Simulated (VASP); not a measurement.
# LaHfO (P-6m2) in VASP: a series of runs

LaHfO is run at these levels: PBE; tasks: single point.

All numbers are computed with VASP 6.6.1; they aren't measurements. Logs are shortened: lines on timing, memory, paths and dates and some standing lists are left out, and cuts for length are marked.

### Step 1. The cell of the first run

The structure is hexagonal, space group P-6m2 (No. 187). Conventional cell: a = 3.626 Å, b = 3.626 Å, c = 5.765 Å, α = 90.00°, β = 90.00°, γ = 120.00°. Within 3.8 Å of La (site symmetry -6m2) lie 2 O at 2.88 Å and 6 Hf at 3.56 Å and 6 La at 3.63 Å. Hf (site symmetry -6m2) has 3 O at 2.09 Å within 2.8 Å. O (site symmetry -6m2) has 3 Hf at 2.09 Å and 2 La at 2.88 Å within 2.9 Å.

The cell was built from a structure type or drawn by symmetry, and may not be a known phase.

### Step 2. Single point, PBE

Input file INCAR:

```
PREC = Accurate
ENCUT = 520
EDIFF = 1E-6
ISMEAR = 0
SIGMA = 0.2
LREAL = F
LASPH = T
NELM = 80
ALGO = Normal
ISIF = 2
LWAVE = F
LCHARG = F
GGA = PE
NBANDS = 20
```

Input file KPOINTS:

```
Automatic mesh
0
Gamma
  5 5 5
```

Input file POSCAR:

```
LaHfO
1.0
    3.6262213909      0.0000000000      0.0000000000
   -1.8131106955      3.1403998443      0.0000000000
    0.0000000000      0.0000000000      5.7654725384
La Hf O
1 1 1
Direct
    0.6666666667      0.3333333333      0.6396109397
    0.3333333333      0.6666666667      1.1396102266
    0.6666666667      0.3333333333      0.1396147137
```

Potentials or basis: VASP PAW PBE potentials, release 64 (La, Hf_pv, O).

Started as:

```console
$ cat potpaw_PBE.64/La/POTCAR potpaw_PBE.64/Hf_pv/POTCAR potpaw_PBE.64/O/POTCAR > POTCAR
$ mpirun -np 1 vasp_std > vasp.out
```

OUTCAR:

```text
PREC = Accurate
   ENCUT = 520
   EDIFF = 1E-6
   ISMEAR = 0
   LREAL = F
   LASPH = T
   NELM = 80
   ISIF = 2
   GGA = PE

 ion  position               nearest neighbor table
   1  0.667  0.333  0.640-   2 3.56   2 3.56   2 3.56   2 3.56   2 3.56   2 3.56
   2  0.333  0.667  0.140-   3 2.09   3 2.09   3 2.09   1 3.56   1 3.56   1 3.56   1 3.56   1 3.56
                             1 3.56
   3  0.667  0.333  0.140-   2 2.09   2 2.09   2 2.09

  LATTYP: Found a hexagonal cell.
 ALAT       =     3.6262213909
 C/A-ratio  =     1.5899394761

  Lattice vectors:

 A1 = (   3.6262213909,   0.0000000000,   0.0000000000)
 A2 = (  -1.8131106955,   3.1403998443,   0.0000000000)
 A3 = (   0.0000000000,   0.0000000000,   5.7654725384)

Analysis of symmetry for initial positions (statically):
=====================================================================
 Subroutine PRICEL returns:
 Original cell was already a primitive cell.

 Routine SETGRP: Setting up the symmetry group for a
 hexagonal supercell.

 Subroutine GETGRP returns: Found 12 space group operations
 (whereof  6 operations were pure point group operations)
 out of a pool of 24 trial point group operations.

The static configuration has the point symmetry C_3v.
 The point group associated with its full space group is D_3h.

Analysis of symmetry for dynamics (positions and initial velocities):
=====================================================================
 Subroutine PRICEL returns:
 Original cell was already a primitive cell.

 Routine SETGRP: Setting up the symmetry group for a
 hexagonal supercell.

 Subroutine GETGRP returns: Found 12 space group operations
 (whereof  6 operations were pure point group operations)
 out of a pool of 24 trial point group operations.

The dynamic configuration has the point symmetry C_3v.
 The point group associated with its full space group is D_3h.

 Subroutine INISYM returns: Found 12 space group operations
 (whereof  6 operations are pure point group operations),
 and found     1 'primitive' translations

----------------------------------------------------------------------------------------

                                     Primitive cell

  volume of cell :      65.6560

  direct lattice vectors                    reciprocal lattice vectors
     3.626221391  0.000000000  0.000000000     0.275769153  0.159215394  0.000000000
    -1.813110696  3.140399844  0.000000000     0.000000000  0.318430789  0.000000000
     0.000000000  0.000000000  5.765472538     0.000000000  0.000000000  0.173446321

  length of vectors
     3.626221391  3.626221391  5.765472538     0.318430789  0.318430789  0.173446321

  position of ions in fractional coordinates (direct lattice)
     0.666666667  0.333333333  0.639610940
     0.333333333  0.666666667  0.139610227
     0.666666667  0.333333333  0.139614714

  ion indices of the primitive-cell ions
   primitive index   ion index
                 1           1
                 2           2
                 3           3

----------------------------------------------------------------------------------------

 KPOINTS: Automatic mesh

Automatic generation of k-mesh.
 Grid dimensions read from file:
 generate k-points for:    5    5    5

 Generating k-lattice:

  Cartesian coordinates                     Fractional coordinates (reciprocal lattice)
     0.055153831  0.031843079  0.000000000     0.200000000 -0.000000000  0.000000000
     0.000000000  0.063686158  0.000000000     0.000000000  0.200000000  0.000000000
     0.000000000  0.000000000  0.034689264     0.000000000  0.000000000  0.200000000

  Length of vectors
     0.063686158  0.063686158  0.034689264

  Shift w.r.t. Gamma in fractional coordinates (k-lattice)
     0.000000000  0.000000000  0.000000000

 Subroutine IBZKPT returns following result:
 ===========================================

 Found     15 irreducible k-points:

 Following reciprocal coordinates:
            Coordinates               Weight
  0.000000  0.000000  0.000000      1.000000
  0.200000 -0.000000  0.000000      6.000000
  0.400000 -0.000000  0.000000      6.000000
  0.200000  0.200000  0.000000      6.000000
  0.400000  0.200000  0.000000      6.000000
  0.000000  0.000000  0.200000      2.000000
  0.200000 -0.000000  0.200000     12.000000
  0.400000 -0.000000  0.200000     12.000000
  0.200000  0.200000  0.200000     12.000000
  0.400000  0.200000  0.200000     12.000000
  0.000000  0.000000  0.400000      2.000000
  0.200000 -0.000000  0.400000     12.000000
  0.400000 -0.000000  0.400000     12.000000
  0.200000  0.200000  0.400000     12.000000
  0.400000  0.200000  0.400000     12.000000
   k-points           NKPTS =     15   k-points in BZ     NKDIM =     15   number of bands    NBANDS=     20
   number of dos      NEDOS =    301   number of ions     NIONS =      3
   total plane-waves  NPLWV =  37632
   dimension x,y,z NGX =    28 NGY =   28 NGZ =   48
   dimension x,y,z NGXF=    56 NGYF=   56 NGZF=   96
   ions per type =               1   1   1
   NGX,Y,Z   is equivalent  to a cutoff of  12.84, 12.84, 13.84 a.u.
   NGXF,Y,Z  is equivalent  to a cutoff of  25.67, 25.67, 27.68 a.u.
 SYSTEM =  unknown system
   PREC   = accura    normal or accurate (medium, high low for compatibility)
   ISTART =      0    job   : 0-new  1-cont  2-samecut
   ICHARG =      2    charge: 1-file 2-atom 10-const
   ISPIN  =      1    spin polarized calculation?
   LNONCOLLINEAR =      F non collinear calculations
   LSORBIT =      F    spin-orbit coupling
   LASPH  =      T    aspherical Exc in radial PAW
   ENCUT  =  520.0 eV  38.22 Ry    6.18 a.u.   6.74  6.74 10.72*2*pi/ulx,y,z
   NELM   =     80;   NELMIN=  2; NELMDL= -5     # of ELM steps
   EDIFF  = 0.1E-05   stopping-criterion for ELM
   LREAL  =      F    real-space projection
   EDIFFG = 0.1E-04   stopping-criterion for IOM
   NSW    =      0    number of steps for IOM
   IBRION =     -1    ionic relax: 0-MD 1-quasi-New 2-CG
   NFREE  =      0    steps in history (QN), initial steepest desc. (CG)
   ISIF   =      2    stress and relaxation
   ISYM   =      2    0-nonsym 1-usesym 2-fastsym
   POTIM  = 0.5000    time-step for ionic-motion
   TEBEG  =    0.0;   TEEND  =   0.0 temperature during run
   PSTRESS=    0.0 pullay stress
   NELECT =      27.0000    total number of electrons
   NUPDOWN=      -1.0000    fix difference up-down
   EMIN   =  10.00;   EMAX   =-10.00  energy-range for DOS
   EFERMI =   0.00;   METHOD = LEGACY
   ISMEAR =     0;   SIGMA  =   0.20  broadening in eV -4-tet -1-fermi 0-gaus
   EFERMI_NEDOS =   21; number of points for ismear=-14 and -15
   IALGO  =     38    algorithm
   IMIX   =      4    mixing-type and parameters
     AMIX     =   0.40;   BMIX     =  1.00
     AMIX_MAG =   1.60;   BMIX_MAG =  1.00
  volume/ion in A,a.u.               =      21.89       147.69
  Fermi-wavevector in a.u.,A,eV,Ry     =   1.217413  2.300577 20.165127  1.482095
  Thomas-Fermi vector in A             =   2.352734
   LORBIT       =      0    0 simple, 1 ext, 2 COOP (PROOUT), +10 PAW based schemes
   GGA     = PE    functional components
   LHFCALC =     F    Hartree Fock is set to
   AEXX    =    0.0000 exact exchange contribution
   IVDW    =     0    specifies the selected vdW correction
   LEPSILON=     F    determine dielectric tensor
   LRPA    =     F    only Hartree local field effects (RPA)
 non-spin polarized calculation
 Gauss-broadening in eV      SIGMA  =   0.20
  energy-cutoff  :      520.00
  volume of cell :       65.66
 maximum number of plane-waves:      1785
 NGX is ok and might be reduce to    28
   NGX = 13   NGY = 13   NGZ = 21

 number of electron      27.0000002 magnetization

 Free energy of the ion-electron system (eV)
  ---------------------------------------------------
  ext. energy  EPLUGINS =         0.00000000
  ---------------------------------------------------
  free energy    TOTEN  =       -24.70741731 eV

  energy without entropy =      -24.65444018  energy(sigma->0) =      -24.68092874

 E-fermi :   7.1556     XC(G=0): -10.4074

 val. band max:        7.1344205828   @ k =   0.0000   0.0000   0.0000
 cond. band min:       7.1872731319   @ k =   0.4000  -0.0000   0.2000
 fundamental gap:      0.0528525491
 Fermi energy:         7.1556289769

 k-point     1 :       0.0000    0.0000    0.0000
  band No.  band energies     occupation
      1     -25.5947      2.00000
      2     -24.6381      2.00000
      3     -24.6381      2.00000
      4     -24.5047      2.00000
      5     -13.7231      2.00000
      6      -9.5403      2.00000
[... 12 lines left out ...]
     19       8.9518      0.00000
     20       9.1462      0.00000

 k-point     2 :       0.2000   -0.0000    0.0000
  band No.  band energies     occupation
      1     -25.5343      2.00000
      2     -24.7599      2.00000
      3     -24.6594      2.00000
      4     -24.4952      2.00000
      5     -13.4606      2.00000
      6      -9.4666      2.00000
[... 12 lines left out ...]
     19       9.4009      0.00000
     20       9.4643      0.00000

 k-point     3 :       0.4000   -0.0000    0.0000
  band No.  band energies     occupation
      1     -25.4389      2.00000
      2     -24.9419      2.00000
      3     -24.6936      2.00000
      4     -24.4799      2.00000
      5     -13.0554      2.00000
      6      -9.8556      2.00000
[... 12 lines left out ...]
     19       9.1317      0.00000
     20       9.4349      0.00000

 k-point     4 :       0.2000    0.2000    0.0000
  band No.  band energies     occupation
      1     -25.4561      2.00000
      2     -24.8874      2.00000
      3     -24.7104      2.00000
      4     -24.4828      2.00000
      5     -13.1260      2.00000
      6      -9.5965      2.00000
[... 12 lines left out ...]
     19       9.1936      0.00000
     20       9.5011      0.00000

 k-point     5 :       0.4000    0.2000    0.0000
  band No.  band energies     occupation
      1     -25.4095      2.00000
      2     -24.9509      2.00000
      3     -24.7518      2.00000
      4     -24.4752      2.00000
      5     -12.9230      2.00000
      6      -9.8205      2.00000
[... 12 lines left out ...]
     19       9.1420      0.00000
     20       9.5048      0.00000

 k-point     6 :       0.0000    0.0000    0.2000
  band No.  band energies     occupation
      1     -25.6003      2.00000
      2     -24.6381      2.00000
      3     -24.6381      2.00000
      4     -24.4967      2.00000
      5     -13.7561      2.00000
      6      -9.4705      2.00000
[... 12 lines left out ...]
     19       9.1001      0.00000
     20       9.1001      0.00000

 k-point     7 :       0.2000   -0.0000    0.2000
  band No.  band energies     occupation
      1     -25.5372      2.00000
      2     -24.7615      2.00000
      3     -24.6594      2.00000
      4     -24.4894      2.00000
      5     -13.4929      2.00000
      6      -9.3925      2.00000
[... 12 lines left out ...]
     19       9.2850      0.00000
     20       9.3900      0.00000

 k-point     8 :       0.4000   -0.0000    0.2000
  band No.  band energies     occupation
      1     -25.4350      2.00000
      2     -24.9476      2.00000
      3     -24.6936      2.00000
      4     -24.4783      2.00000
      5     -13.0864      2.00000
      6      -9.8506      2.00000
[... 12 lines left out ...]
     19       9.1704      0.00000
     20       9.4465      0.00000

 k-point     9 :       0.2000    0.2000    0.2000
  band No.  band energies     occupation
      1     -25.4541      2.00000
      2     -24.8918      2.00000
      3     -24.7105      2.00000
      4     -24.4803      2.00000
      5     -13.1573      2.00000
      6      -9.5923      2.00000
[... 12 lines left out ...]
     19       9.1985      0.00000
     20       9.4765      0.00000

 k-point    10 :       0.4000    0.2000    0.2000
  band No.  band energies     occupation
      1     -25.4033      2.00000
      2     -24.9579      2.00000
      3     -24.7519      2.00000
      4     -24.4750      2.00000
      5     -12.9537      2.00000
      6      -9.8162      2.00000
[... 12 lines left out ...]
     19       9.2152      0.00000
     20       9.4537      0.00000

 k-point    11 :       0.0000    0.0000    0.4000
  band No.  band energies     occupation
      1     -25.6093      2.00000
      2     -24.6380      2.00000
      3     -24.6380      2.00000
      4     -24.4840      2.00000
      5     -13.8079      2.00000
      6      -9.3576      2.00000
[... 12 lines left out ...]
     19       9.2024      0.00000
     20       9.2138      0.00000

 k-point    12 :       0.2000   -0.0000    0.4000
  band No.  band energies     occupation
      1     -25.5418      2.00000
      2     -24.7639      2.00000
      3     -24.6593      2.00000
      4     -24.4802      2.00000
      5     -13.5434      2.00000
      6      -9.2724      2.00000
[... 12 lines left out ...]
     19       9.2170      0.00000
     20       9.3400      0.00000

 k-point    13 :       0.4000   -0.0000    0.4000
  band No.  band energies     occupation
      1     -25.4286      2.00000
      2     -24.9569      2.00000
      3     -24.6935      2.00000
      4     -24.4757      2.00000
      5     -13.1345      2.00000
      6      -9.8423      2.00000
[... 12 lines left out ...]
     19       9.3195      0.00000
     20       9.4596      0.00000

 k-point    14 :       0.2000    0.2000    0.4000
  band No.  band energies     occupation
      1     -25.4507      2.00000
      2     -24.8989      2.00000
      3     -24.7105      2.00000
      4     -24.4764      2.00000
      5     -13.2061      2.00000
      6      -9.5855      2.00000
[... 12 lines left out ...]
     19       9.3077      0.00000
     20       9.4119      0.00000

 k-point    15 :       0.4000    0.2000    0.4000
  band No.  band energies     occupation
      1     -25.3929      2.00000
      2     -24.9694      2.00000
      3     -24.7520      2.00000
      4     -24.4747      2.00000
      5     -13.0014      2.00000
      6      -9.8092      2.00000
[... 12 lines left out ...]
     19       9.1324      0.00000
     20       9.4494      0.00000

------------------------ aborting loop because EDIFF is reached ----------------------------------------

  FORCE on cell =-STRESS in cart. coord.  units (eV):
  Direction    XX          YY          ZZ          XY          YZ          ZX
  --------------------------------------------------------------------------------------
  -------------------------------------------------------------------------------------
  Total       -0.4060507     -0.4060507     -0.1198493      0.0000000     -0.0000000      0.0000000
  in kB       -9.9087001     -9.9087001     -2.9246360      0.0000000     -0.0000000      0.0000000
  external PRESSURE =      -7.5806787 kB  Pullay stress =       0.0000000 kB

 VOLUME and BASIS-vectors are now :
 -----------------------------------------------------------------------------
  energy-cutoff  :      520.00
  volume of cell :       65.66
      direct lattice vectors                 reciprocal lattice vectors
     3.626221391  0.000000000  0.000000000     0.275769153  0.159215394  0.000000000
    -1.813110696  3.140399844  0.000000000     0.000000000  0.318430789  0.000000000
     0.000000000  0.000000000  5.765472538     0.000000000  0.000000000  0.173446321

 POSITION                                       TOTAL-FORCE (eV/Angst)
 -----------------------------------------------------------------------------------
      1.81311      1.04680      3.68766        -0.000000     -0.000000      0.000000
     -0.00000      2.09360      0.80492         0.000000     -0.000000      0.000000
      1.81311      1.04680      0.80494        -0.000000      0.000000     -0.000000
 -----------------------------------------------------------------------------------
    total drift:                                0.000000     -0.000000     -0.028380

  FREE ENERGIE OF THE ION-ELECTRON SYSTEM (eV)
  ---------------------------------------------------
  free  energy   TOTEN  =       -24.7074173084 eV

  energy  without entropy=      -24.6544401769  energy(sigma->0) =      -24.68092874
```

It took 13 s on 1 thread of Intel Xeon 6975P-C (Granite Rapids), shared host; peak memory 0.2 GiB.

What came out:

| Quantity | Value |
| --- | --- |
| Free energy | -24.7074 eV |
| Pressure | -0.8 GPa |
| Band gap on the k mesh | zero (an odd number of electrons rules out a gap without spin polarisation) |

Caveat: the k points lie up to 0.40 Å⁻¹ apart, too coarse for converged energies and pressures of a metal; spin-orbit coupling is left out, which moves the levels of the heavy elements; an odd number of electrons without spin polarisation forces a metal; a magnetic or distorted state may lie lower.

### Step 3. Single point, PBE

This run uses another cell than the first one, of 21.78 Å³/atom.

Input file INCAR:

```
SYSTEM = LaHfO
  PREC = Accurate
  ENCUT = 520
  EDIFF = 1E-6
  ISMEAR = 0
  SIGMA = 0.1
  LREAL = .False.
  LASPH = .True.
  NELM = 60
  ALGO = Normal
  ISIF = 2
  LWAVE = .False.
  LCHARG = .True.
  GGA = PE
  LELF = .True.
  LVHAR = .True.
  NBANDS = 20
```

Input file KPOINTS:

```
regular mesh
0
Gamma
  12 12 6
  0 0 0
```

Input file POSCAR:

```
LaHfO
1.0
    3.6229423212      0.0000000000      0.0000000000
   -1.8114711606      3.1375600866      0.0000000000
    0.0000000000      0.0000000000      5.7470383725
La Hf O
1 1 1
Direct
    0.6666666667      0.3333333333      0.5000000000
    0.3333333333      0.6666666667      0.0000000000
    0.6666666667      0.3333333333      0.0000000000
```

Potentials or basis: VASP PAW PBE potentials, release 64 (La, Hf_pv, O).

Started as:

```console
$ cat potpaw_PBE.64/La/POTCAR potpaw_PBE.64/Hf_pv/POTCAR potpaw_PBE.64/O/POTCAR > POTCAR
$ mpirun -np 1 vasp_std > vasp.out
```

Wall time 53 s (1 thread of Intel Xeon 6975P-C (Granite Rapids), shared host); peak memory 0.28 GiB.

Results (log left out):

```yaml
Free_energy: -24.7258 eV
Pressure: -0.7 GPa
Band_gap_on_the_k_mesh: zero (an odd number of electrons rules out a gap without spin polarisation)
```

Stress tensor (GPa, compression positive):
```
-0.91  0.00  0.00
 0.00 -0.91  0.00
 0.00  0.00 -0.32
```

Levels at points of the mesh, in eV from the Fermi level:
| k point | band 12 | band 13 | band 14 | band 15 | band 16 | band 17 |
| --- | --- | --- | --- | --- | --- | --- |
| (0.00, 0.00, 0.00) | -3.52 | 0.04 | 1.12 | 1.31 | 1.31 | 1.40 |
| (0.50, 0.00, 0.00) | -1.89 | -1.39 | -0.16 | 0.36 | 1.49 | 1.56 |
| (0.00, 0.00, 0.50) | -2.02 | -1.48 | 0.97 | 0.97 | 1.49 | 1.55 |
| (0.50, 0.00, 0.50) | -1.96 | -1.35 | 0.29 | 0.87 | 1.03 | 2.02 |

Caveat: spin-orbit coupling is left out, which moves the levels of the heavy elements; an odd number of electrons without spin polarisation forces a metal; a magnetic or distorted state may lie lower.
